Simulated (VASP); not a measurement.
# BaZrO3 (Pm-3m) in VASP: a series of runs, part 2 of 2

VASP 6.6.1.

## Step 4: Relaxation of cell and atoms, PBEsol, target pressure 5 GPa, at which the enthalpy is minimised

Contents of INCAR:

```
ALGO     = Normal         # electronic algorithm
EDIFF    = 1E-7           # SCF threshold, eV
EDIFFG   = -0.01          # ionic threshold
ENCUT    = 600            # plane-wave cutoff, eV
GGA      = PS             # functional
IBRION   = 2              # ionic algorithm
ISIF     = 3              # what is computed and relaxed
ISMEAR   = -1             # smearing method
LASPH    = True           # aspherical terms in the spheres
LCHARG   = False          # write CHGCAR
LREAL    = False          # projectors in reciprocal space
LWAVE    = False          # write WAVECAR
NELM     = 60             # most SCF steps
NSW      = 60             # ionic steps
PREC     = Accurate       # precision mode
PSTRESS  = 50.0         
SIGMA    = 0.05           # smearing width, eV
```

Contents of KPOINTS:

```
k-points
0
Gamma
  6 6 6
```

Contents of POSCAR:

```
BaZrO3
1.0
    4.1913400000      0.0000000000      0.0000000000
    0.0000000000      4.1913400000      0.0000000000
    0.0000000000      0.0000000000      4.1913400000
Ba Zr O
1 1 3
Direct
    0.0000000000      0.0000000000      0.0000000000
    0.5000000000      0.5000000000      0.5000000000
    0.5000000000      0.5000000000      0.0000000000
    0.5000000000      0.0000000000      0.5000000000
    0.0000000000      0.5000000000      0.5000000000
```

Potentials or basis: VASP PAW PBE potentials, release 64 (Ba_sv, Zr_sv, O).

Started as:

```
cat potpaw_PBE.64/Ba_sv/POTCAR potpaw_PBE.64/Zr_sv/POTCAR potpaw_PBE.64/O/POTCAR > POTCAR
mpirun -np 1 vasp_std > vasp.out
```

OUTCAR:

```text
EDIFF = 1E-7
   EDIFFG = -0.01
   ENCUT = 600
   GGA = PS
   IBRION = 2
   ISIF = 3
   ISMEAR = -1
   LASPH = True
   LREAL = False
   NELM = 60
   NSW = 60
   PREC = Accurate
   PSTRESS = 50.0

 ion  position               nearest neighbor table
   1  0.000  0.000  0.000-   3 2.96   4 2.96   5 2.96   4 2.96   5 2.96   3 2.96   5 2.96   5 2.96
                             3 2.96   4 2.96   4 2.96   3 2.96   2 3.63   2 3.63   2 3.63   2 3.63
   2  0.500  0.500  0.500-   3 2.10   4 2.10   5 2.10   3 2.10   4 2.10   5 2.10   1 3.63   1 3.63
                             1 3.63   1 3.63   1 3.63   1 3.63   1 3.63   1 3.63
   3  0.500  0.500  0.000-   2 2.10   2 2.10   1 2.96   1 2.96   1 2.96   1 2.96
   4  0.500  0.000  0.500-   2 2.10   2 2.10   1 2.96   1 2.96   1 2.96   1 2.96
   5  0.000  0.500  0.500-   2 2.10   2 2.10   1 2.96   1 2.96   1 2.96   1 2.96

  LATTYP: Found a simple cubic cell.
 ALAT       =     4.1913400000

  Lattice vectors:

 A1 = (   4.1913400000,   0.0000000000,   0.0000000000)
 A2 = (   0.0000000000,   4.1913400000,   0.0000000000)
 A3 = (   0.0000000000,   0.0000000000,   4.1913400000)

Analysis of symmetry for initial positions (statically):
=====================================================================
 Subroutine PRICEL returns:
 Original cell was already a primitive cell.

[... 160 lines left out ...]

--------------------------------------- Ionic step        1  -------------------------------------------

 number of electron      40.0000010 magnetization

 Free energy of the ion-electron system (eV)
  ---------------------------------------------------
  ext. energy  EPLUGINS =         0.00000000
  ---------------------------------------------------
  free energy    TOTEN  =       -43.62947991 eV

  energy without entropy =      -43.62947991  energy(sigma->0) =      -43.62947991

------------------------ aborting loop because EDIFF is reached ----------------------------------------

  FORCE on cell =-STRESS in cart. coord.  units (eV):
  Direction    XX          YY          ZZ          XY          YZ          ZX
  --------------------------------------------------------------------------------------
  -------------------------------------------------------------------------------------
  Total       -0.1034271     -0.1034271     -0.1034271     -0.0000000      0.0000000      0.0000000
  in kB       -2.2505367     -2.2505367     -2.2505367     -0.0000000      0.0000000      0.0000000
  external PRESSURE =     -52.2505367 kB  Pullay stress =      50.0000000 kB
[... 69 lines left out ...]
--------------------------------------- Ionic step        3  -------------------------------------------

 number of electron      39.9999991 magnetization

 Free energy of the ion-electron system (eV)
  ---------------------------------------------------
  ext. energy  EPLUGINS =         0.00000000
  ---------------------------------------------------
  free energy    TOTEN  =       -43.59838449 eV

  energy without entropy =      -43.59838449  energy(sigma->0) =      -43.59838449

 E-fermi :   5.0377     XC(G=0): -11.1740

 val. band max:        3.8503205325   @ k =   0.5000   0.5000   0.5000
 cond. band min:       7.0178716024   @ k =   0.0000   0.0000   0.0000
 fundamental gap:      3.1675510700
 Fermi energy:         5.0377089787

 k-point     1 :       0.0000    0.0000    0.0000
  band No.  band energies     occupation
      1     -42.8393      2.00000
      2     -21.3018      2.00000
      3     -21.0937      2.00000
      4     -21.0937      2.00000
      5     -21.0937      2.00000
      6     -12.4883      2.00000
[... 565 lines left out ...]
  energy  without entropy=      -43.5983844875  energy(sigma->0) =      -43.59838449

  enthalpy is  TOTEN    =       -41.3684290359 eV   P V=        2.2299554516

 reached required accuracy - stopping structural energy minimisation
```

CONTCAR:

```text
BaZrO3
   1.00000000000000
     4.1496575210563655    0.0000000000000000    0.0000000000000000
    -0.0000000000000000    4.1496575210563655    0.0000000000000000
    -0.0000000000000000    0.0000000000000000    4.1496575210563655
  Ba              Zr              O
     1     1     3
Direct
     0.0000000000000000    0.0000000000000000    0.0000000000000000
     0.5000000000000000    0.5000000000000000    0.5000000000000000
     0.5000000000000000    0.5000000000000000    0.0000000000000000
     0.5000000000000000    0.0000000000000000    0.5000000000000000
     0.0000000000000000    0.5000000000000000    0.5000000000000000

  0.00000000E+00  0.00000000E+00  0.00000000E+00
  0.00000000E+00  0.00000000E+00  0.00000000E+00
  0.00000000E+00  0.00000000E+00  0.00000000E+00
  0.00000000E+00  0.00000000E+00  0.00000000E+00
  0.00000000E+00  0.00000000E+00  0.00000000E+00
```

Run time: 2.7 min. Hardware: 1 thread of Intel Xeon 8259CL, shared host; peak memory 0.24 GiB.

What came out:

* Free energy: -43.5984 eV
* Relaxed volume: 14.29 Å³/atom
* Relaxed cell: a = 4.150 Å, b = 4.150 Å, c = 4.150 Å, α = 90.00°, β = 90.00°, γ = 90.00°
* Space group after relaxing (to 0.1 Å): Pm-3m (No. 221)
* Energy change on relaxing (the run minimises the enthalpy): +6.2 meV/atom
* Ionic steps: 3
* Pressure after relaxing: 4.9 GPa
* Band gap on the k mesh: 3.17 eV (least direct gap 3.35 eV)

The path:
```tsv
step	energy change (eV)	largest force (eV/Å)	pressure (GPa)	volume (Å³)
1	0.0000	0.0000	-0.23	73.63
2	0.1873	0.0000	13.06	68.63
3	0.0311	0.0000	4.95	71.46
```

Final structure:
```
CELL_PARAMETERS angstrom
4.14966 0.00000 0.00000
0.00000 4.14966 0.00000
0.00000 0.00000 4.14966
ATOMIC_POSITIONS crystal
Ba 0.00000 0.00000 0.00000
Zr 0.50000 0.50000 0.50000
O 0.50000 0.50000 0.00000
O 0.50000 0.00000 0.50000
O 0.00000 0.50000 0.50000
```

Caveat: the cell is relaxed towards a set pressure, so the run minimises the enthalpy, not the energy; the PAW data sets were made with another functional, which shifts forces and pressure a little; spin-orbit coupling is left out, which moves the levels of the heavy elements. A k mesh can miss the band edges.

## Step 5: Overview

| cell | gap on the mesh (eV) | pressure (GPa) |
| --- | --- | --- |
| relaxed | 3.11 | 0.0 |
| relaxed to 2 GPa | 3.13 | 2.0 |
| relaxed to 5 GPa | 3.17 | 4.9 |

Alike in all rows: task relaxation of cell and atoms; level PBEsol; potentials or basis VASP PAW PBE potentials, release 64 (Ba_sv, Zr_sv, O); no spin polarisation; k mesh 6 × 6 × 6; cutoff (eV) 600; smearing fermi-dirac 0.05 eV.

Caveats: the PAW data sets were made with another functional, which shifts forces and pressure a little; spin-orbit coupling is left out, which moves the levels of the heavy elements; the cell is relaxed towards a set pressure, so the run minimises the enthalpy, not the energy (at least some runs).

Absolute energies hang on the potentials; compare differences alone.
